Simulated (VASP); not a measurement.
# Cu4Ni in VASP: notebook, part 2 of 3

VASP 6.6.1. The steps go on from the part before.

## (4) Single point, PBE, collinear spin, ferromagnetic start

File INCAR:

```
SYSTEM = Cu4Ni
  PREC = Accurate
  ENCUT = 520
  EDIFF = 1E-7
  ISMEAR = 0
  SIGMA = 0.1
  LREAL = .False.
  LASPH = .True.
  NELM = 150
  ALGO = Normal
  ISIF = 2
  LWAVE = .False.
  LCHARG = .False.
  ISPIN = 2
  MAGMOM = 0 0 0 0 0 0 0 0 2 2
  LORBIT = 11
  LMAXMIX = 4
  GGA = PE
  NBANDS = 69
```

File KPOINTS:

```
Automatic mesh
0
Gamma
  6 6 1
  0 0 0
```

File POSCAR:

```
Cu4Ni
1.0
    2.5387687000      0.0000000000      0.0000000000
   -1.2693843000      2.1986382000      0.0000000000
    0.0000000000      0.0000000000     20.9698358000
Cu Ni
8 2
Direct
    0.3333333000      0.6666667000      0.0505960000
    0.3333333000      0.6666667000      0.4494040000
    0.3333333000      0.6666667000      0.6515990000
    0.3333333000      0.6666667000      0.8484010000
    0.6666667000      0.3333333000      0.1515990000
    0.6666667000      0.3333333000      0.3484010000
    0.6666667000      0.3333333000      0.5505960000
    0.6666667000      0.3333333000      0.9494040000
    0.3333333000      0.6666667000      0.2500000000
    0.6666667000      0.3333333000      0.7500000000
```

Potentials or basis: VASP PAW PBE potentials, release 64 (Cu, Ni).

On the command line:

```
$ cat potpaw_PBE.64/Cu/POTCAR potpaw_PBE.64/Ni/POTCAR > POTCAR
$ mpirun -np 1 vasp_std > vasp.out
```

OUTCAR:

```text
SYSTEM = Cu4Ni
   PREC = Accurate
   ENCUT = 520
   EDIFF = 1E-7
   ISMEAR = 0
   LREAL = .False.
   LASPH = .True.
   NELM = 150
   ISIF = 2
   ISPIN = 2
   LORBIT = 11
   GGA = PE

 ion  position               nearest neighbor table
   1  0.333  0.667  0.051-   5 2.58   5 2.58   5 2.58   8 2.58   8 2.58   8 2.58
   2  0.333  0.667  0.449-   6 2.58   6 2.58   6 2.58   7 2.58   7 2.58   7 2.58
   3  0.333  0.667  0.652-  10 2.53  10 2.53  10 2.53   7 2.58   7 2.58   7 2.58
   4  0.333  0.667  0.848-  10 2.53  10 2.53  10 2.53   8 2.58   8 2.58   8 2.58
   5  0.667  0.333  0.152-   9 2.53   9 2.53   9 2.53   1 2.58   1 2.58   1 2.58
   6  0.667  0.333  0.348-   9 2.53   9 2.53   9 2.53   2 2.58   2 2.58   2 2.58
   7  0.667  0.333  0.551-   3 2.58   3 2.58   3 2.58   2 2.58   2 2.58   2 2.58
   8  0.667  0.333  0.949-   4 2.58   4 2.58   4 2.58   1 2.58   1 2.58   1 2.58
   9  0.333  0.667  0.250-   5 2.53   6 2.53   5 2.53   6 2.53   5 2.53   6 2.53
  10  0.667  0.333  0.750-   3 2.53   4 2.53   3 2.53   4 2.53   3 2.53   4 2.53

  LATTYP: Found a hexagonal cell.
 ALAT       =     2.5387687000
 C/A-ratio  =     8.2598449398

  Lattice vectors:

 A1 = (   2.5387687000,   0.0000000000,   0.0000000000)
 A2 = (  -1.2693843000,   2.1986382000,   0.0000000000)
 A3 = (   0.0000000000,   0.0000000000,  20.9698358000)

Analysis of symmetry for initial positions (statically):
=====================================================================
 Subroutine PRICEL returns:
 Original cell was already a primitive cell.

 Routine SETGRP: Setting up the symmetry group for a
 hexagonal supercell.

 Subroutine GETGRP returns: Found 24 space group operations
 (whereof 12 operations were pure point group operations)
 out of a pool of 24 trial point group operations.

The static configuration has the point symmetry D_3d.
 The point group associated with its full space group is D_6h.

Analysis of symmetry for dynamics (positions and initial velocities):
=====================================================================
 Subroutine PRICEL returns:
 Original cell was already a primitive cell.

 Routine SETGRP: Setting up the symmetry group for a
 hexagonal supercell.

 Subroutine GETGRP returns: Found 24 space group operations
 (whereof 12 operations were pure point group operations)
 out of a pool of 24 trial point group operations.

The dynamic configuration has the point symmetry D_3d.
 The point group associated with its full space group is D_6h.

Analysis of structural, dynamic, and magnetic symmetry:
=====================================================================
 Subroutine PRICEL returns:
 Original cell was already a primitive cell.

 Routine SETGRP: Setting up the symmetry group for a
 hexagonal supercell.

 Subroutine GETGRP returns: Found 24 space group operations
 (whereof 12 operations were pure point group operations)
 out of a pool of 24 trial point group operations.

The overall configuration has the point symmetry D_3d.
 The point group associated with its full space group is D_6h.

 Subroutine INISYM returns: Found 24 space group operations
 (whereof 12 operations are pure point group operations),
 and found     1 'primitive' translations

----------------------------------------------------------------------------------------

                                     Primitive cell

  volume of cell :     117.0501

[... 108 lines left out ...]
  Fermi-wavevector in a.u.,A,eV,Ry     =   1.593769  3.011787 34.560164  2.540100
  Thomas-Fermi vector in A             =   2.691948
   LORBIT       =     11    0 simple, 1 ext, 2 COOP (PROOUT), +10 PAW based schemes
   GGA     = PE    functional components
   LHFCALC =     F    Hartree Fock is set to
   AEXX    =    0.0000 exact exchange contribution
   IVDW    =     0    specifies the selected vdW correction
   LEPSILON=     F    determine dielectric tensor
   LRPA    =     F    only Hartree local field effects (RPA)
 spin polarized calculation
 Gauss-broadening in eV      SIGMA  =   0.10
  energy-cutoff  :      520.00
  volume of cell :      117.05
 maximum number of plane-waves:      3185
 NGX is ok and might be reduce to    20
   NGX =  9   NGY =  9   NGZ = 77

 number of electron     107.9999949 magnetization       0.0005056

 Free energy of the ion-electron system (eV)
  ---------------------------------------------------
  ext. energy  EPLUGINS =         0.00000000
  ---------------------------------------------------
  free energy    TOTEN  =       -40.31246360 eV

  energy without entropy =      -40.24819213  energy(sigma->0) =      -40.28032787

 E-fermi :   7.7749     XC(G=0): -12.7833

 val. band max:        7.7550114710   @ k =   0.3333   0.0000   0.0000
 cond. band min:       7.8104102116   @ k =   0.3333   0.1667   0.0000
 fundamental gap:      0.0553987406
 Fermi energy:         7.7749422988

 spin component 1

 k-point     1 :       0.0000    0.0000    0.0000
  band No.  band energies     occupation
      1      -1.4390      1.00000
      2      -1.1878      1.00000
      3      -0.9462      1.00000
      4      -0.1519      1.00000
      5       0.1126      1.00000
      6       1.3369      1.00000
[... 472 lines left out ...]
     65      13.0173      0.00000
     66      14.4728      0.00000
 Fermi energy:         7.7749422988

 spin component 2

 k-point     1 :       0.0000    0.0000    0.0000
  band No.  band energies     occupation
      1      -1.4390      1.00000
      2      -1.1878      1.00000
      3      -0.9462      1.00000
      4      -0.1519      1.00000
      5       0.1126      1.00000
      6       1.3369      1.00000
[... 472 lines left out ...]
     65      13.0174      0.00000
     66      14.4728      0.00000
 [bands above 66 left out]

------------------------ aborting loop because EDIFF is reached ----------------------------------------

  FORCE on cell =-STRESS in cart. coord.  units (eV):
  Direction    XX          YY          ZZ          XY          YZ          ZX
  --------------------------------------------------------------------------------------
  -------------------------------------------------------------------------------------
  Total        0.4404805      0.4404805      1.3713346      0.0000000     -0.0000000     -0.0000000
  in kB        6.0292787      6.0292787     18.7707698      0.0000001     -0.0000000     -0.0000000
  external PRESSURE =      10.2764424 kB  Pullay stress =       0.0000000 kB

 VOLUME and BASIS-vectors are now :
 -----------------------------------------------------------------------------
  energy-cutoff  :      520.00
  volume of cell :      117.05
      direct lattice vectors                 reciprocal lattice vectors
     2.538768700  0.000000000  0.000000000     0.393891732  0.227413487  0.000000000
    -1.269384300  2.198638200  0.000000000     0.000000000  0.454826992  0.000000000
     0.000000000  0.000000000 20.969835800     0.000000000  0.000000000  0.047687546

 POSITION                                       TOTAL-FORCE (eV/Angst)
 -----------------------------------------------------------------------------------
     -0.00000      1.46576      1.06099         0.000000     -0.000000     -0.025832
     -0.00000      1.46576      9.42393        -0.000000      0.000000      0.025832
     -0.00000      1.46576     13.66392        -0.000000      0.000000      0.028540
     -0.00000      1.46576     17.79083         0.000000     -0.000000     -0.028540
      1.26938      0.73288      3.17901         0.000000      0.000000      0.028540
      1.26938      0.73288      7.30591        -0.000000      0.000000     -0.028540
      1.26938      0.73288     11.54591        -0.000000     -0.000000     -0.025832
      1.26938      0.73288     19.90885        -0.000000     -0.000000      0.025832
     -0.00000      1.46576      5.24246         0.000000     -0.000000      0.000000
      1.26938      0.73288     15.72738        -0.000000     -0.000000      0.000000
 -----------------------------------------------------------------------------------
    total drift:                               -0.000023      0.000024     -0.000008

  FREE ENERGIE OF THE ION-ELECTRON SYSTEM (eV)
  ---------------------------------------------------
  free  energy   TOTEN  =       -40.3124636004 eV

  energy  without entropy=      -40.2481921314  energy(sigma->0) =      -40.28032787

 total charge

# of ion       s       p       d       tot
------------------------------------------
    1        0.448   0.379   9.173  10.001
    2        0.448   0.379   9.173  10.001
    3        0.448   0.388   9.172  10.009
    4        0.448   0.388   9.172  10.009
    5        0.448   0.388   9.172  10.009
    6        0.448   0.388   9.172  10.009
    7        0.448   0.379   9.173  10.001
    8        0.448   0.379   9.173  10.001
    9        0.473   0.425   8.348   9.247
   10        0.473   0.425   8.348   9.247
--------------------------------------------------
tot          4.535   3.920  90.077  98.531

 magnetization (x)

# of ion       s       p       d       tot
------------------------------------------
    1        0.000   0.000   0.000   0.000
    2        0.000   0.000   0.000   0.000
    3        0.000  -0.000   0.000   0.000
    4        0.000  -0.000   0.000   0.000
    5        0.000  -0.000   0.000   0.000
    6        0.000  -0.000   0.000   0.000
    7        0.000   0.000   0.000   0.000
    8        0.000   0.000   0.000   0.000
    9       -0.000  -0.000   0.000   0.000
   10       -0.000  -0.000   0.000   0.000
--------------------------------------------------
tot          0.000  -0.000   0.000   0.000
```

Run time: 3.9 min. Hardware: 1 thread of Intel Xeon 6975P-C (Granite Rapids), shared host; peak memory 0.32 GiB.

Results:

* Free energy: -40.3125 eV
* Pressure: 1.0 GPa
* Largest force: 0.029 eV/Å
* Band gap on the k mesh: zero (filled and empty bands overlap)
* Net moment: 0.00 μB per cell
* Valence electrons inside the program's atomic spheres: Cu 10.00, 10.01 (each value once); Ni 9.25

Forces in eV/Å, atoms in the order of the input:
```
Cu   0.000  0.000 -0.026
Cu   0.000  0.000  0.026
Cu   0.000  0.000  0.029
Cu   0.000  0.000 -0.029
Cu   0.000  0.000  0.029
Cu   0.000  0.000 -0.029
Cu   0.000  0.000 -0.026
Cu   0.000  0.000  0.026
Ni   0.000  0.000  0.000
Ni   0.000  0.000  0.000
```

Caveat: the k points lie up to 0.48 Å⁻¹ apart, too coarse for converged energies and pressures of a metal.

## (5) Single point, PBE

File INCAR:

```
PREC     = Accurate       # precision mode
ENCUT    = 520            # plane-wave cutoff, eV
EDIFF    = 1E-6           # SCF threshold, eV
ISMEAR   = 0              # smearing method
SIGMA    = 0.1            # smearing width, eV
LREAL    = F              # projectors in reciprocal space
LASPH    = T              # aspherical terms in the spheres
NELM     = 60             # most SCF steps
ALGO     = Fast           # electronic algorithm
ISIF     = 2              # what is computed and relaxed
LWAVE    = F              # write WAVECAR
LCHARG   = F              # write CHGCAR
GGA      = PE             # functional
NBANDS   = 65             # bands
```

File KPOINTS:

```
regular mesh
0
Gamma
  18 18 2
```

File POSCAR:

```
Cu4Ni
1.0
    2.5387687066     -0.0000000289      0.0000000000
   -1.2693843283      2.1986382087      0.0000000000
    0.0000000000      0.0000000000     20.9698358000
Cu Ni
8 2
Direct
    0.3333333333      0.6666666667      0.0505960000
    0.3333333333      0.6666666667      0.4494040000
    0.3333333333      0.6666666667      0.6515990000
    0.3333333333      0.6666666667      0.8484010000
    0.6666666667      0.3333333333      0.1515990000
    0.6666666667      0.3333333333      0.3484010000
    0.6666666667      0.3333333333      0.5505960000
    0.6666666667      0.3333333333      0.9494040000
    0.3333333333      0.6666666667      0.2500000000
    0.6666666667      0.3333333333      0.7500000000
```

On the command line:

```
$ cat potpaw_PBE.64/Cu/POTCAR potpaw_PBE.64/Ni/POTCAR > POTCAR
$ mpirun -np 1 vasp_std > vasp.out
```

Wall time 11 min (1 thread of Intel Xeon 6975P-C (Granite Rapids), shared host); peak memory 0.53 GiB.

The run converged. Its results:

| Property | Result |
| --- | --- |
| Free energy | -40.6226 eV |
| Pressure | 0.5 GPa |
| Largest force | 0.010 eV/Å |
| Band gap on the k mesh | zero (bands 54 and 55 overlap by 5.03 eV) |

Forces on the atoms (eV/Å):
```
Cu   0.000  0.000 -0.001
Cu   0.000  0.000  0.001
Cu   0.000  0.000  0.010
Cu   0.000  0.000 -0.010
Cu   0.000  0.000  0.010
Cu   0.000  0.000 -0.010
Cu   0.000  0.000 -0.001
Cu   0.000  0.000  0.001
Ni   0.000  0.000  0.000
Ni   0.000  0.000  0.000
```

Levels at points of the mesh, in eV from the Fermi level:
```
           k point  band 51  band 52  band 53  band 54  band 55  band 56  band 57  band 58  band 59  band 60
(0.00, 0.00, 0.00)    -1.72    -1.30    -1.30    -1.30    -1.30    -0.85    -0.37    -0.37    -0.37    -0.37
(0.50, 0.00, 0.00)     0.08     0.23     0.29     0.54     0.62     1.14     1.26     1.57     2.20     2.21
(0.00, 0.00, 0.50)    -1.30    -1.30    -1.30    -1.30    -1.22    -1.22    -0.37    -0.37    -0.37    -0.37
(0.50, 0.00, 0.50)     0.08     0.08     0.54     0.54     0.78     0.78     1.48     1.48     2.21     2.21
```

Spin polarisation is off, so any magnetic state and its effect on volume and gap are missing.

## (6) Single point, PBE

File INCAR:

```
SYSTEM = Cu4Ni
PREC = Accurate
ENCUT = 520
EDIFF = 1E-6
ISMEAR = 0
SIGMA = 0.1
LREAL = .FALSE.
LASPH = .TRUE.
NELM = 80
ALGO = Fast
ISIF = 2
LWAVE = .FALSE.
LCHARG = .FALSE.
GGA = PE
NBANDS = 65
```

File KPOINTS:

```
regular mesh
0
G
  18 18 2
  0 0 0
```

POSCAR is that of step 5.

Potentials or basis: VASP PAW PBE potentials, release 64 (Cu, Ni).

On the command line:

```
$ cat potpaw_PBE.64/Cu/POTCAR potpaw_PBE.64/Ni/POTCAR > POTCAR
$ mpirun -np 1 vasp_std > vasp.out
```

It took 7.3 min on 1 thread of Intel Xeon 6975P-C (Granite Rapids), shared host; peak memory 0.53 GiB.

It converged, with:

```
Free energy            : -40.6226 eV
Pressure               : 0.5 GPa
Largest force          : 0.010 eV/Å
Band gap on the k mesh : zero (bands 54 and 55 overlap by 5.03 eV)
```

Forces in eV/Å, atoms in the order of the input:
```
Cu   0.000  0.000 -0.001
Cu   0.000  0.000  0.001
Cu   0.000  0.000  0.010
Cu   0.000  0.000 -0.010
Cu   0.000  0.000  0.010
Cu   0.000  0.000 -0.010
Cu   0.000  0.000 -0.001
Cu   0.000  0.000  0.001
Ni   0.000  0.000  0.000
Ni   0.000  0.000  0.000
```

Levels at points of the mesh, in eV from the Fermi level:
| k point | band 51 | band 52 | band 53 | band 54 | band 55 | band 56 | band 57 | band 58 | band 59 | band 60 |
| --- | --- | --- | --- | --- | --- | --- | --- | --- | --- | --- |
| (0.00, 0.00, 0.00) | -1.72 | -1.30 | -1.30 | -1.30 | -1.30 | -0.85 | -0.37 | -0.37 | -0.37 | -0.37 |
| (0.50, 0.00, 0.00) | 0.08 | 0.23 | 0.29 | 0.54 | 0.62 | 1.14 | 1.26 | 1.57 | 2.20 | 2.21 |
| (0.00, 0.00, 0.50) | -1.30 | -1.30 | -1.30 | -1.30 | -1.22 | -1.22 | -0.37 | -0.37 | -0.37 | -0.37 |
| (0.50, 0.00, 0.50) | 0.08 | 0.08 | 0.54 | 0.54 | 0.78 | 0.78 | 1.48 | 1.48 | 2.21 | 2.21 |

Spin polarisation is off, so any magnetic state and its effect on volume and gap are missing.

[end of part 2 of 3]
